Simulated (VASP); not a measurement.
Crystal: BaTe.

```xyz
2
Lattice="0.0000 3.4100 3.4100 3.4100 0.0000 3.4100 3.4100 3.4100 0.0000" Properties=species:S:1:pos:R:3 pbc="T T T"
Ba    0.0000    0.0000    0.0000
Te    3.4100    3.4100    3.4100
```

```yaml
Program: VASP 6.6.1
Task: relaxation of cell and atoms
Functional: PBE
Potentials_or_basis: VASP PAW PBE potentials, release 64 (Ba_sv, Te)
Cutoff: 600 eV
k_mesh: 6 × 6 × 6
Occupations: fermi-dirac, width 0.02 eV
Spin: no spin polarisation
```

At the start: pressure 4.3 GPa; volume 39.65 Å³/atom.

**Question.** Where does the relaxation end?

**Answer.** Over 5 steps the energy falls by 58.3 meV/atom and the volume is 44.55 Å³/atom (+12.4 %); space group Fm-3m (No. 225, to 0.05 Å).

The path:
| step | energy change (eV) | largest force (eV/Å) | pressure (GPa) | volume (Å³) |
| --- | --- | --- | --- | --- |
| 1 | 0.0000 | 0.0000 | 4.25 | 79.30 |
| 2 | -0.1085 | 0.0000 | -0.86 | 92.01 |
| 3 | -0.1166 | 0.0000 | 0.02 | 89.00 |
| 4 | -0.1166 | 0.0000 | -0.03 | 89.20 |
| 5 | -0.1166 | 0.0000 | -0.01 | 89.11 |

Final structure:
```
CELL_PARAMETERS angstrom
0.00000 3.54509 3.54509
3.54509 0.00000 3.54509
3.54509 3.54509 0.00000
ATOMIC_POSITIONS crystal
Ba 0.00000 0.00000 0.00000
Te 0.50000 0.50000 0.50000
```

Caveat: the volume moved by +12 % from the deposited cell, more than functionals usually miss.
